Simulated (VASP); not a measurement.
A run of VASP 6.6.1 is set up as follows.

The input INCAR:

```
SYSTEM = MgO
ALGO = Normal
EDIFF = 1E-6
ENCUT = 520
GGA = PE
ISIF = 2
ISMEAR = 0
LASPH = .True.
LCHARG = .False.
LREAL = .False.
LWAVE = .False.
NBANDS = 16
NELM = 60
PREC = Accurate
SIGMA = 0.05
```

The input KPOINTS:

```
k-points
0
Gamma
  9 9 6
  0 0 0
```

POSCAR

```
MgO
1.0
    3.6035392320      0.0000000000      0.0000000000
   -1.8017696160      3.1207565184      0.0000000000
    0.0000000000      0.0000000000      4.0414032678
Mg O
2 2
Direct
    0.6778828062      0.3333333333      0.7500000000
    0.3445494728      0.6666666667      0.2500000000
    0.6496275848      0.3333333333      0.2500000000
    0.3162942515      0.6666666667      0.7500000000
```

Potentials or basis: VASP PAW PBE potentials, release 64 (Mg, O).

Launch:

```sh
$ cat potpaw_PBE.64/Mg/POTCAR potpaw_PBE.64/O/POTCAR > POTCAR
$ mpirun -np 1 vasp_std > vasp.out
```

Q: Predict the largest force.

A: 0.637 eV/Å.

Q: What does it give for the band gap on the k mesh?

A: 3.36 eV, direct.

Forces in eV/Å, atoms in the order of the input:
```
Mg  -0.627 -0.106  0.000
Mg  -0.627  0.106  0.000
O    0.627 -0.109  0.000
O    0.627  0.109  0.000
```

Caveat: the cell differs from its parent crystal (mode 8 frozen in at -0.060 Å, strain +e along z and -e/2 along x and y -0.0467).
